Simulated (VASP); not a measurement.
# BN in VASP: further runs

The runs below take BN through single point, with PBE.

Everything below comes from runs of VASP 6.6.1. Logs are shortened: lines on timing, memory, paths and dates and some standing lists are left out, and cuts for length are marked.

## (1) The cell of the first run

The cell holds a wire or tube with vacuum around it, 16 atoms: a = 13.500 Å, b = 13.800 Å, c = 3.625 Å, α = 90.00°, β = 90.00°, γ = 90.00°.

## (2) Single point, PBE, collinear spin, ferromagnetic start

File INCAR:

```
ALGO = Normal
EDIFF = 1E-6
ENCUT = 520
GGA = PE
ISIF = 2
ISMEAR = 0
ISPIN = 2
LASPH = True
LCHARG = True
LELF = True
LORBIT = 11
LREAL = Auto
LVHAR = True
LWAVE = False
MAGMOM = 0.3 0.3 0.3 0.3 0.3 0.3 0.3 0.3 0.3 0.3 0.3 0.3 0.3 0.3 0.3 0.3
NBANDS = 50
NELM = 150
PREC = Accurate
SIGMA = 0.05
```

File KPOINTS:

```
k-points
0
Gamma
  1 1 9
```

File POSCAR:

```
BN
1.0
   13.5000000000      0.0000000000      0.0000000000
    0.0000000000     13.8000000000      0.0000000000
    0.0000000000      0.0000000000      3.6246970252
B N
8 8
Direct
    0.5335620095      0.5328324006      0.0000000000
    0.5335620095      0.4015027982      0.5000000000
    0.5335620095      0.6641620030      0.5000000000
    0.3993139715      0.5328324006      0.5000000000
    0.6678100475      0.5328324006      0.5000000000
    0.3993139715      0.4015027982      0.0000000000
    0.3993139715      0.6641620030      0.0000000000
    0.6678100475      0.4015027982      0.0000000000
    0.3321899525      0.5984972018      0.2500000000
    0.6006860285      0.3358379970      0.2500000000
    0.6006860285      0.5984972018      0.2500000000
    0.3321899525      0.4671675994      0.7500000000
    0.6006860285      0.4671675994      0.7500000000
    0.4664379905      0.3358379970      0.7500000000
    0.4664379905      0.5984972018      0.7500000000
    0.4664379905      0.4671675994      0.2500000000
```

Potentials or basis: VASP PAW PBE potentials, release 64 (B, N).

The run is started by

```sh
> cat potpaw_PBE.64/B/POTCAR potpaw_PBE.64/N/POTCAR > POTCAR
> mpirun -np 1 vasp_std > vasp.out
```

OUTCAR:

```text
EDIFF = 1E-6
   ENCUT = 520
   GGA = PE
   ISIF = 2
   ISMEAR = 0
   ISPIN = 2
   LASPH = True
   LORBIT = 11
   LREAL = Auto
   NELM = 150
   PREC = Accurate

 ion  position               nearest neighbor table
   1  0.534  0.533  0.000-  11 1.57  13 1.57  15 1.57  16 1.57
   2  0.534  0.402  0.500-  10 1.57  13 1.57  14 1.57  16 1.57
   3  0.534  0.664  0.500-  11 1.57  15 1.57
   4  0.399  0.533  0.500-   9 1.57  12 1.57  15 1.57  16 1.57
   5  0.668  0.533  0.500-  11 1.57  13 1.57
   6  0.399  0.402  0.000-  12 1.57  14 1.57  16 1.57
   7  0.399  0.664  0.000-   9 1.57  15 1.57
   8  0.668  0.402  0.000-  10 1.57  13 1.57
   9  0.332  0.598  0.250-   4 1.57   7 1.57
  10  0.601  0.336  0.250-   2 1.57   8 1.57
  11  0.601  0.598  0.250-   1 1.57   3 1.57   5 1.57
  12  0.332  0.467  0.750-   4 1.57   6 1.57
  13  0.601  0.467  0.750-   1 1.57   2 1.57   5 1.57   8 1.57
  14  0.466  0.336  0.750-   6 1.57   2 1.57
  15  0.466  0.598  0.750-   4 1.57   7 1.57   1 1.57   3 1.57
  16  0.466  0.467  0.250-   4 1.57   6 1.57   1 1.57   2 1.57

  LATTYP: Found a simple orthorhombic cell.
 ALAT       =     3.6246970252
 B/A-ratio  =     3.7244492177
 C/A-ratio  =     3.8072147559

  Lattice vectors:

 A1 = (   0.0000000000,   0.0000000000,   3.6246970252)
 A2 = (  13.5000000000,   0.0000000000,   0.0000000000)
 A3 = (   0.0000000000,  13.8000000000,   0.0000000000)

Analysis of symmetry for initial positions (statically):
=====================================================================
 Subroutine PRICEL returns:
 Original cell was already a primitive cell.

 Routine SETGRP: Setting up the symmetry group for a
 simple orthorhombic supercell.

 Subroutine GETGRP returns: Found  1 space group operations
 (whereof  1 operations were pure point group operations)
 out of a pool of  8 trial point group operations.

The static configuration has the point symmetry C_1 .

Analysis of symmetry for dynamics (positions and initial velocities):
=====================================================================
 Subroutine PRICEL returns:
 Original cell was already a primitive cell.

 Routine SETGRP: Setting up the symmetry group for a
 simple orthorhombic supercell.

 Subroutine GETGRP returns: Found  1 space group operations
 (whereof  1 operations were pure point group operations)
 out of a pool of  8 trial point group operations.

The dynamic configuration has the point symmetry C_1 .

Analysis of structural, dynamic, and magnetic symmetry:
=====================================================================
 Subroutine PRICEL returns:
 Original cell was already a primitive cell.

 Routine SETGRP: Setting up the symmetry group for a
 simple orthorhombic supercell.

 Subroutine GETGRP returns: Found  1 space group operations
 (whereof  1 operations were pure point group operations)
 out of a pool of  8 trial point group operations.

The overall configuration has the point symmetry C_1 .

 Subroutine INISYM returns: Found  1 space group operations
 (whereof  1 operations are pure point group operations),
 and found     1 'primitive' translations

----------------------------------------------------------------------------------------

                                     Primitive cell

  volume of cell :     675.2811

  direct lattice vectors                    reciprocal lattice vectors
    13.500000000  0.000000000  0.000000000     0.074074074  0.000000000  0.000000000
     0.000000000 13.800000000  0.000000000     0.000000000  0.072463768  0.000000000
     0.000000000  0.000000000  3.624697025     0.000000000  0.000000000  0.275885127

  length of vectors
    13.500000000 13.800000000  3.624697025     0.074074074  0.072463768  0.275885127

  position of ions in fractional coordinates (direct lattice)
     0.533562010  0.532832401  0.000000000
     0.533562010  0.401502798  0.500000000
     0.533562010  0.664162003  0.500000000
[... 65 lines left out ...]
  0.000000  0.000000  0.444444      2.000000
   k-points           NKPTS =      5   k-points in BZ     NKDIM =      5   number of bands    NBANDS=     50
   number of dos      NEDOS =    301   number of ions     NIONS =     16
   total plane-waves  NPLWV = 302400
   dimension x,y,z NGX =   100 NGY =  108 NGZ =   28
   dimension x,y,z NGXF=   200 NGYF=  216 NGZF=   56
   ions per type =               8   8
   NGX,Y,Z   is equivalent  to a cutoff of  12.31, 13.01, 12.84 a.u.
   NGXF,Y,Z  is equivalent  to a cutoff of  24.63, 26.02, 25.68 a.u.
 SYSTEM =  unknown system
   PREC   = accura    normal or accurate (medium, high low for compatibility)
   ISTART =      0    job   : 0-new  1-cont  2-samecut
   ICHARG =      2    charge: 1-file 2-atom 10-const
   ISPIN  =      2    spin polarized calculation?
   LNONCOLLINEAR =      F non collinear calculations
   LSORBIT =      F    spin-orbit coupling
   LASPH  =      T    aspherical Exc in radial PAW
   ENCUT  =  520.0 eV  38.22 Ry    6.18 a.u.  25.10 25.66  6.74*2*pi/ulx,y,z
   NELM   =    150;   NELMIN=  2; NELMDL= -5     # of ELM steps
   EDIFF  = 0.1E-05   stopping-criterion for ELM
   LREAL  =      T    real-space projection
   EDIFFG = 0.1E-04   stopping-criterion for IOM
   NSW    =      0    number of steps for IOM
   IBRION =     -1    ionic relax: 0-MD 1-quasi-New 2-CG
   NFREE  =      0    steps in history (QN), initial steepest desc. (CG)
   ISIF   =      2    stress and relaxation
   ISYM   =      2    0-nonsym 1-usesym 2-fastsym
   POTIM  = 0.5000    time-step for ionic-motion
   TEBEG  =    0.0;   TEEND  =   0.0 temperature during run
   PSTRESS=    0.0 pullay stress
   NELECT =      64.0000    total number of electrons
   NUPDOWN=      -1.0000    fix difference up-down
   EMIN   =  10.00;   EMAX   =-10.00  energy-range for DOS
   EFERMI =   0.00;   METHOD = LEGACY
   ISMEAR =     0;   SIGMA  =   0.05  broadening in eV -4-tet -1-fermi 0-gaus
   EFERMI_NEDOS =   21; number of points for ismear=-14 and -15
   IALGO  =     38    algorithm
   IMIX   =      4    mixing-type and parameters
     AMIX     =   0.40;   BMIX     =  1.00
     AMIX_MAG =   1.60;   BMIX_MAG =  1.00
  volume/ion in A,a.u.               =      42.21       284.81
  Fermi-wavevector in a.u.,A,eV,Ry     =   0.746403  1.410497  7.580040  0.557117
  Thomas-Fermi vector in A             =   1.842216
   LORBIT       =     11    0 simple, 1 ext, 2 COOP (PROOUT), +10 PAW based schemes
   GGA     = PE    functional components
   LHFCALC =     F    Hartree Fock is set to
   AEXX    =    0.0000 exact exchange contribution
   IVDW    =     0    specifies the selected vdW correction
   LEPSILON=     F    determine dielectric tensor
   LRPA    =     F    only Hartree local field effects (RPA)
 spin polarized calculation
 Gauss-broadening in eV      SIGMA  =   0.05
  energy-cutoff  :      520.00
  volume of cell :      675.28
 maximum number of plane-waves:     18211
   NGX = 51   NGY = 51   NGZ = 13

 number of electron      63.9999997 magnetization       1.8473785

 Free energy of the ion-electron system (eV)
  ---------------------------------------------------
  ext. energy  EPLUGINS =         0.00000000
  ---------------------------------------------------
  free energy    TOTEN  =      -111.58665199 eV

  energy without entropy =     -111.57284960  energy(sigma->0) =     -111.57975079

 E-fermi :  -4.0052     XC(G=0):  -3.1294

 val. band max:       -4.0062179032   @ k =   0.0000   0.0000   0.1111
 cond. band min:      -4.0030578980   @ k =   0.0000   0.0000   0.2222
 fundamental gap:      0.0031600052
 Fermi energy:        -4.0052375531

 spin component 1

 k-point     1 :       0.0000    0.0000    0.0000
  band No.  band energies     occupation
      1     -23.8757      1.00000
      2     -22.0603      1.00000
      3     -21.3039      1.00000
      4     -19.9045      1.00000
      5     -18.6982      1.00000
      6     -18.5256      1.00000
[... 224 lines left out ...]
     43       3.0177      0.00000
     44       3.2472      0.00000
 Fermi energy:        -4.0052375531

 spin component 2

 k-point     1 :       0.0000    0.0000    0.0000
  band No.  band energies     occupation
      1     -23.8220      1.00000
      2     -21.9874      1.00000
      3     -21.2612      1.00000
      4     -19.8141      1.00000
      5     -18.6535      1.00000
      6     -18.4892      1.00000
[... 224 lines left out ...]
     43       3.4847      0.00000
     44       3.4917      0.00000
 [bands above 44 left out]

------------------------ aborting loop because EDIFF is reached ----------------------------------------

  FORCE on cell =-STRESS in cart. coord.  units (eV):
  Direction    XX          YY          ZZ          XY          YZ          ZX
  --------------------------------------------------------------------------------------
  -------------------------------------------------------------------------------------
  Total      -20.2121753    -20.2070760    -12.1406854     -1.2279267      5.8024435      5.7998755
  in kB      -47.9555717    -47.9434731    -28.8050889     -2.9133890     13.7669246     13.7608317
  external PRESSURE =     -41.5680446 kB  Pullay stress =       0.0000000 kB

 VOLUME and BASIS-vectors are now :
 -----------------------------------------------------------------------------
  energy-cutoff  :      520.00
  volume of cell :      675.28
      direct lattice vectors                 reciprocal lattice vectors
    13.500000000  0.000000000  0.000000000     0.074074074  0.000000000  0.000000000
     0.000000000 13.800000000  0.000000000     0.000000000  0.072463768  0.000000000
     0.000000000  0.000000000  3.624697025     0.000000000  0.000000000  0.275885127

 POSITION                                       TOTAL-FORCE (eV/Angst)
 -----------------------------------------------------------------------------------
      7.20309      7.35309      0.00000         0.386679      0.388913      0.914517
      7.20309      5.54074      1.81235        -0.172261     -2.267822     -0.068992
      7.20309      9.16544      1.81235        -0.107833     -3.291503     -1.734834
      5.39074      7.35309      1.81235        -2.268301     -0.170694     -0.068060
      9.01544      7.35309      1.81235        -3.294840     -0.109222     -1.736182
      5.39074      5.54074      0.00000         2.471369      2.469507     -4.349547
[... 8 lines left out ...]
      6.29691      8.25926      2.71852         0.788667      3.011358      0.150704
      6.29691      6.44691      0.90617        -0.738902     -0.738956      0.698389
 -----------------------------------------------------------------------------------
    total drift:                               -0.005001     -0.003469      0.000949

  FREE ENERGIE OF THE ION-ELECTRON SYSTEM (eV)
  ---------------------------------------------------
  free  energy   TOTEN  =      -111.5866519886 eV

  energy  without entropy=     -111.5728495959  energy(sigma->0) =     -111.57975079

 total charge

# of ion       s       p       d       tot
------------------------------------------
    1        0.671   1.307   0.000   1.978
    2        0.666   1.302   0.000   1.969
    3        0.696   0.951   0.000   1.647
    4        0.666   1.302   0.000   1.969
    5        0.696   0.951   0.000   1.647
    6        0.662   1.134   0.000   1.796
[... 8 lines left out ...]
   15        1.233   2.679   0.000   3.912
   16        1.231   2.699   0.000   3.930
--------------------------------------------------
tot         15.463  28.843   0.000  44.306

 magnetization (x)

# of ion       s       p       d       tot
------------------------------------------
    1       -0.000   0.008   0.000   0.008
    2       -0.001   0.002   0.000   0.002
    3        0.108   0.202   0.000   0.310
    4       -0.001   0.002   0.000   0.002
    5        0.108   0.202   0.000   0.310
    6        0.000   0.006   0.000   0.007
[... 8 lines left out ...]
   15        0.003   0.035   0.000   0.038
   16        0.000  -0.008   0.000  -0.007
--------------------------------------------------
tot          0.296   0.713   0.000   1.009
```

It took 45 min on 1 thread of Oxide Virtual Turin-like, shared host; peak memory 0.94 GiB.

Results:

```
Free energy                                           : -111.5867 eV
Largest force                                         : 6.726 eV/Å
Net moment                                            : 1.85 μB per cell
Site moments                                          : B +0.01, +0.00, +0.31, +0.09 (each value once); N +0.02, +0.07, +0.01, +0.04, -0.01 (each value once) μB
Valence electrons inside the program's atomic spheres : B 1.98, 1.97, 1.65, 1.80, 1.66 (each value once); N 3.61, 3.80, 3.60, 3.91, 3.93 (each value once)
```

Forces in eV/Å, atoms in the order of the input:
```
B    0.387  0.389  0.915
B   -0.172 -2.268 -0.069
B   -0.108 -3.292 -1.735
B   -2.268 -0.171 -0.068
B   -3.295 -0.109 -1.736
B    2.471  2.470 -4.350
B   -1.789 -5.637  3.194
B   -5.641 -1.790  3.196
N    3.251  3.293 -3.196
N    3.295  3.252 -3.197
N    0.532  0.531  2.477
N    2.078 -1.806  1.785
N    3.014  0.788  0.151
N   -1.805  2.079  1.784
N    0.789  3.011  0.151
N   -0.739 -0.739  0.698
```

Caveat: a moment this small can come from the mesh or the smearing.

## (3) Single point, PBE, collinear spin, ferromagnetic start

This run uses another cell than the first one.

Edit INCAR of step 2 so:

```diff
@@ -8,7 +8,5 @@
 LASPH = True
-LCHARG = True
-LELF = True
+LCHARG = False
 LORBIT = 11
 LREAL = Auto
-LVHAR = True
 LWAVE = False
```

KPOINTS is that of step 2.

File POSCAR:

```
BN
1.0
   13.5000000000      0.0000000000      0.0000000000
    0.0000000000     13.8000000000      0.0000000000
    0.0000000000      0.0000000000      3.9129767860
B N
8 8
Direct
    0.5902401781      0.5880830625     -0.0154377664
    0.4986020653      0.3655022625      0.4116910042
    0.5060305406      0.6368476623      0.4799550918
    0.3625150573      0.4989344269      0.4116886153
    0.6398964748      0.5055923976      0.4799528097
    0.4132385724      0.4153124957     -0.0749556411
    0.4336776276      0.6304417297      0.1203347916
    0.6331846060      0.4348247364      0.1203330003
    0.3498583066      0.5640183190      0.0933542696
    0.5651036039      0.3529709896      0.0933553304
    0.5989984294      0.5966312310      0.3434345372
    0.3578133901      0.4972958206      0.7859298332
    0.6422772065      0.5044127595      0.8387412889
    0.4969146202      0.3609015577      0.7859313182
    0.5048328543      0.6391853508      0.8387423843
    0.4068164668      0.4090451984      0.2869491329
```

Potentials or basis: VASP PAW PBE potentials, release 64 (B, N).

The run is started by

```sh
> cat potpaw_PBE.64/B/POTCAR potpaw_PBE.64/N/POTCAR > POTCAR
> mpirun -np 1 vasp_std > vasp.out
```

Run time: 22 min. Hardware: 1 thread of Oxide Virtual Turin-like, shared host; peak memory 0.96 GiB.

The run converged. Its results:

| Property | Result |
| --- | --- |
| Free energy | -126.2600 eV |
| Largest force | 0.036 eV/Å |
| Band gap on the k mesh | 2.76 eV (least direct gap 3.09 eV) |
| Net moment | 0.00 μB per cell |
| Valence electrons inside the program's atomic spheres | B 2.17, 2.01, 2.10, 2.19, 2.04 (each value once); N 3.78, 4.01, 3.85, 4.03 (each value once) |

Forces on the atoms (eV/Å):
```
B    0.023  0.023 -0.016
B    0.013 -0.028  0.018
B   -0.007  0.025  0.004
B   -0.028  0.015  0.016
B    0.025 -0.006  0.007
B   -0.010 -0.012  0.000
B    0.000  0.025  0.001
B    0.025  0.000  0.001
N   -0.008 -0.003  0.006
N   -0.003 -0.007  0.007
N   -0.001 -0.002  0.005
N   -0.009  0.002 -0.017
N   -0.002 -0.015 -0.004
N    0.002 -0.009 -0.018
N   -0.015 -0.003 -0.004
N   -0.004 -0.005 -0.004
```

Levels at points of the mesh, in eV from the valence-band top:
Spin up:
```
           k point  band 28  band 29  band 30  band 31  band 32  band 33  band 34  band 35  band 36  band 37
(0.00, 0.00, 0.00)    -1.54    -0.97    -0.61    -0.22     0.00     3.09     3.51     3.92     4.43     4.61
```
Spin down:
| k point | band 30 | band 31 | band 32 | band 33 | band 34 | band 35 |
| --- | --- | --- | --- | --- | --- | --- |
| (0.00, 0.00, 0.00) | -0.61 | -0.22 | 0.00 | 3.09 | 3.51 | 3.92 |
